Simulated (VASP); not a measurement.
# InP (F-43m) in VASP: elastic constants with PBE

Aim: the elastic constants of InP with PBE.

Everything below comes from runs of VASP 6.6.1. Logs are shortened: lines on timing, memory, paths and dates and some standing lists are left out, and cuts for length are marked.

### Step 1. The cell of the first run

It takes space group F-43m (No. 216, cubic). Conventional cell: a = 5.960 Å, b = 5.960 Å, c = 5.960 Å, α = 90.00°, β = 90.00°, γ = 90.00°. In (site symmetry -43m) has 4 P at 2.58 Å within 3.4 Å. Within 3.4 Å of P (site symmetry -43m) lie 4 In at 2.58 Å.

### Step 2. Elastic constants, PBE

INCAR reads:

```
ALGO = Normal ; EDIFF = 1E-8
ENCUT = 500 ; GGA = PE
GGA_COMPAT = F ; IBRION = 6
ISIF = 3 ; ISMEAR = 0
LASPH = T ; LCHARG = F
LREAL = F ; LWAVE = F
NBANDS = 16 ; NELM = 120
NFREE = 2 ; NSW = 1
POTIM = 0.015 ; PREC = Accurate
SIGMA = 0.01
```

KPOINTS reads:

```
k-points
0
Gamma
  14 14 14
```

POSCAR reads:

```
InP
1.0
    0.0000000000      2.9797517558      2.9797517558
    2.9797517558      0.0000000000      2.9797517558
    2.9797517558      2.9797517558      0.0000000000
In P
1 1
Direct
    0.0000000000      0.0000000000      0.0000000000
    0.2500000000      0.2500000000      0.2500000000
```

Potentials or basis: VASP PAW PBE potentials, release 64 (In_d, P).

Launch:

```console
$ cat potpaw_PBE.64/In_d/POTCAR potpaw_PBE.64/P/POTCAR > POTCAR
$ mpirun -np 1 vasp_std > vasp.out
```

OUTCAR:

```text
EDIFF = 1E-8
   ENCUT = 500
   GGA = PE
   IBRION = 6
   ISIF = 3
   ISMEAR = 0
   LASPH = T
   LREAL = F
   NELM = 120
   NFREE = 2
   NSW = 1
   POTIM = 0.015
   PREC = Accurate

 ion  position               nearest neighbor table
   1  0.000  0.000  0.000-   2 2.58   2 2.58   2 2.58   2 2.58
   2  0.250  0.250  0.250-   1 2.58   1 2.58   1 2.58   1 2.58

  LATTYP: Found a face centered cubic cell.
 ALAT       =     5.9595035116

  Lattice vectors:

 A1 = (   0.0000000000,   2.9797517558,   2.9797517558)
 A2 = (   2.9797517558,   0.0000000000,   2.9797517558)
 A3 = (   2.9797517558,   2.9797517558,   0.0000000000)

Analysis of symmetry for initial positions (statically):
=====================================================================
 Subroutine PRICEL returns:
 Original cell was already a primitive cell.

 Routine SETGRP: Setting up the symmetry group for a
 face centered cubic supercell.

 Subroutine GETGRP returns: Found 24 space group operations
 (whereof 24 operations were pure point group operations)
 out of a pool of 48 trial point group operations.

The static configuration has the point symmetry T_d .

Analysis of symmetry for dynamics (positions and initial velocities):
=====================================================================
 Subroutine PRICEL returns:
 Original cell was already a primitive cell.

 Routine SETGRP: Setting up the symmetry group for a
 face centered cubic supercell.

 Subroutine GETGRP returns: Found 24 space group operations
 (whereof 24 operations were pure point group operations)
 out of a pool of 48 trial point group operations.

The dynamic configuration has the point symmetry T_d .

 Subroutine INISYM returns: Found 24 space group operations
 (whereof 24 operations are pure point group operations),
 and found     1 'primitive' translations

----------------------------------------------------------------------------------------

                                     Primitive cell

  volume of cell :      52.9140

  direct lattice vectors                    reciprocal lattice vectors
     0.000000000  2.979751756  2.979751756    -0.167799213  0.167799213  0.167799213
     2.979751756  0.000000000  2.979751756     0.167799213 -0.167799213  0.167799213
     2.979751756  2.979751756  0.000000000     0.167799213  0.167799213 -0.167799213

  length of vectors
     4.214005346  4.214005346  4.214005346     0.290636763  0.290636763  0.290636763

  position of ions in fractional coordinates (direct lattice)
     0.000000000  0.000000000  0.000000000
     0.250000000  0.250000000  0.250000000

  ion indices of the primitive-cell ions
   primitive index   ion index
                 1           1
                 2           2

----------------------------------------------------------------------------------------

 KPOINTS: k-points

Automatic generation of k-mesh.
 Grid dimensions read from file:
 generate k-points for:   14   14   14

 Generating k-lattice:

  Cartesian coordinates                     Fractional coordinates (reciprocal lattice)
    -0.011985658  0.011985658  0.011985658     0.071428571  0.000000000  0.000000000
[... 104 lines left out ...]
  ext. energy  EPLUGINS =         0.00000000
  ---------------------------------------------------
  free energy    TOTEN  =        -8.40858049 eV

  energy without entropy =       -8.40858049  energy(sigma->0) =       -8.40858049

------------------------ aborting loop because EDIFF is reached ----------------------------------------

  FORCE on cell =-STRESS in cart. coord.  units (eV):
  Direction    XX          YY          ZZ          XY          YZ          ZX
  --------------------------------------------------------------------------------------
  -------------------------------------------------------------------------------------
  Total       -0.0126220     -0.0126220     -0.0126220     -0.0000000      0.0000000     -0.0000000
  in kB       -0.3821805     -0.3821805     -0.3821805     -0.0000000      0.0000000     -0.0000000
  external PRESSURE =      -0.3821805 kB  Pullay stress =       0.0000000 kB
[... 89 lines left out ...]
  FREE ENERGIE OF THE ION-ELECTRON SYSTEM (eV)
  ---------------------------------------------------
  free  energy   TOTEN  =        -8.4055313602 eV

  energy  without entropy=       -8.4055313602  energy(sigma->0) =       -8.40553136

[... ionic steps 4 to 14 ...]

--------------------------------------- Ionic step       15  -------------------------------------------

 number of electron      18.0000003 magnetization

------------------------ aborting loop because EDIFF is reached ----------------------------------------
[... 67 lines left out ...]
--------------------------------------- Ionic step       17  -------------------------------------------

 number of electron      18.0000004 magnetization

 Free energy of the ion-electron system (eV)
  ---------------------------------------------------
  ext. energy  EPLUGINS =         0.00000000
  ---------------------------------------------------
  free energy    TOTEN  =        -8.40777173 eV

  energy without entropy =       -8.40777173  energy(sigma->0) =       -8.40777173

 E-fermi :   4.7652     XC(G=0):  -9.0633

 val. band max:        4.6829726933   @ k =   0.0000   0.0000   0.0000
 cond. band min:       5.0956103240   @ k =   0.0000   0.0000   0.0000
 fundamental gap:      0.4126376307
 Fermi energy:         4.7651729882

 k-point     1 :       0.0000    0.0000    0.0000
  band No.  band energies     occupation
      1      -9.4411      2.00000
      2      -9.4386      2.00000
      3      -9.4356      2.00000
      4      -9.3097      2.00000
      5      -9.3097      2.00000
      6      -6.5305      2.00000
[... 433 lines left out ...]
      3      -9.4053      2.00000
      4      -9.3199      2.00000
      5      -9.2990      2.00000
      6      -5.7851      2.00000
[... 8 lines left out ...]
     15      14.2113      0.00000
     16      15.0386      0.00000

 [... further k-points ...]

------------------------ aborting loop because EDIFF is reached ----------------------------------------

  FORCE on cell =-STRESS in cart. coord.  units (eV):
  Direction    XX          YY          ZZ          XY          YZ          ZX
  --------------------------------------------------------------------------------------
  -------------------------------------------------------------------------------------
  Total       -0.0123660     -0.0102117     -0.0102117      0.0000000      0.1013930      0.0000000
  in kB       -0.3744297     -0.3091997     -0.3091997      0.0000000      3.0700698      0.0000000
  external PRESSURE =      -0.3309430 kB  Pullay stress =       0.0000000 kB
[... 17 lines left out ...]
  FREE ENERGIE OF THE ION-ELECTRON SYSTEM (eV)
  ---------------------------------------------------
  free  energy   TOTEN  =        -8.4077717347 eV

  energy  without entropy=       -8.4077717347  energy(sigma->0) =       -8.40777173

 INTERNAL STRAIN TENSORS FROM STRAINED CELLS
 ============================================

 INTERNAL STRAIN TENSOR FOR ION    1 for displacements in x,y,z  (eV/Angst):
          X           Y           Z          XY          YZ          ZX
  --------------------------------------------------------------------------------
  x    -0.00000    -0.00000    -0.00000    -0.00000     6.77038    -0.00000
  y     0.00000     0.00000    -0.00000    -0.00000     0.00000     6.77091
  z     0.00000    -0.00000     0.00000     6.77082     0.00000     0.00000

 INTERNAL STRAIN TENSORS FROM DISPLACED ATOMS
 ============================================

 INTERNAL STRAIN TENSOR FOR ION    1 for displacements in x,y,z  (eV/Angst):
          X           Y           Z          XY          YZ          ZX
  --------------------------------------------------------------------------------
  x    -0.00000     0.00000     0.00000     0.00000     6.76765     0.00000
  y    -0.00000    -0.00000    -0.00000     0.00000     0.00000     6.76765
  z     0.00000     0.00000    -0.00000     6.76765     0.00000     0.00000

 INTERNAL STRAIN TENSOR FOR ION    2 for displacements in x,y,z  (eV/Angst):
          X           Y           Z          XY          YZ          ZX
  --------------------------------------------------------------------------------
  x     0.00000    -0.00000    -0.00000     0.00000    -6.76563     0.00000
  y    -0.00000     0.00000    -0.00000     0.00000     0.00000    -6.76563
  z    -0.00000    -0.00000     0.00000    -6.76563     0.00000     0.00000

 Eigenvectors and eigenvalues of the dynamical matrix
 ----------------------------------------------------

   1 f  =    8.485348 THz    53.315015 2PiTHz  283.040750 cm-1    35.092565 meV
             X         Y         Z           dx          dy          dz
      0.000000  0.000000  0.000000     0.000000    0.460972   -0.000000
      1.489876  1.489876  1.489876     0.000000   -0.887415   -0.000000
[... 21 lines left out ...]
   6 f/i=    0.000465 THz     0.002920 2PiTHz    0.015502 cm-1     0.001922 meV
             X         Y         Z           dx          dy          dz
      0.000000  0.000000  0.000000     0.105127    0.425554   -0.771594
      1.489876  1.489876  1.489876     0.054609    0.221056   -0.400808

--------------------------------------------------------------------------------------------------------

 ELASTIC MODULI CONTR FROM IONIC RELAXATION (kBar)
 Direction    XX          YY          ZZ          XY          YZ          ZX
 --------------------------------------------------------------------------------
 XX          -0.0000      0.0000      0.0000     -0.0000      0.0000     -0.0000
 YY           0.0000     -0.0000      0.0000     -0.0000     -0.0000      0.0000
 ZZ           0.0000      0.0000     -0.0000      0.0000     -0.0000     -0.0000
 XY          -0.0000     -0.0000      0.0000   -192.9034      0.0000      0.0000
 YZ           0.0000     -0.0000     -0.0000      0.0000   -192.9034      0.0000
 ZX          -0.0000      0.0000     -0.0000      0.0000      0.0000   -192.9034
 --------------------------------------------------------------------------------

 TOTAL ELASTIC MODULI (kBar)
 Direction    XX          YY          ZZ          XY          YZ          ZX
 --------------------------------------------------------------------------------
 XX         864.8257    455.5120    455.5120     -0.0000      0.0000     -0.0000
 YY         455.5120    864.8257    455.5120     -0.0000     -0.0000      0.0000
 ZZ         455.5120    455.5120    864.8257      0.0000     -0.0000     -0.0000
 XY          -0.0000     -0.0000      0.0000    415.3286      0.0000      0.0000
 YZ           0.0000     -0.0000     -0.0000      0.0000    415.3286      0.0000
 ZX          -0.0000      0.0000     -0.0000      0.0000      0.0000    415.3286
 --------------------------------------------------------------------------------
```

It took 79 min on 1 thread of Intel Xeon 8259CL, shared host; peak memory 0.96 GiB.

Results:

| Item | Value |
| --- | --- |
| Elastic constants C11, C12, C44 | 86, 46, 42 GPa |
| Voigt bulk modulus | 59 GPa |
| Highest phonon frequency at Γ, LO-TO splitting left out | 283 cm⁻¹ |

Phonon frequencies in cm⁻¹ (negative: imaginary):
| q point | frequencies |
| --- | --- |
| (0.000, 0.000, 0.000) | 0 0 0 283 283 283 |

Elastic tensor in Voigt notation (GPa, in the Cartesian axes of the cell as first typed):
```
86 46 46  0  0  0
46 86 46  0  0  0
46 46 86  0  0  0
 0  0  0 42  0  0
 0  0  0  0 42  0
 0  0  0  0  0 42
```

Clamped-ion elastic tensor (GPa):
```
86 46 46  0  0  0
46 86 46  0  0  0
46 46 86  0  0  0
 0  0  0 61  0  0
 0  0  0  0 61  0
 0  0  0  0  0 61
```

Caveat: spin-orbit coupling is left out, which moves the levels of the heavy elements.
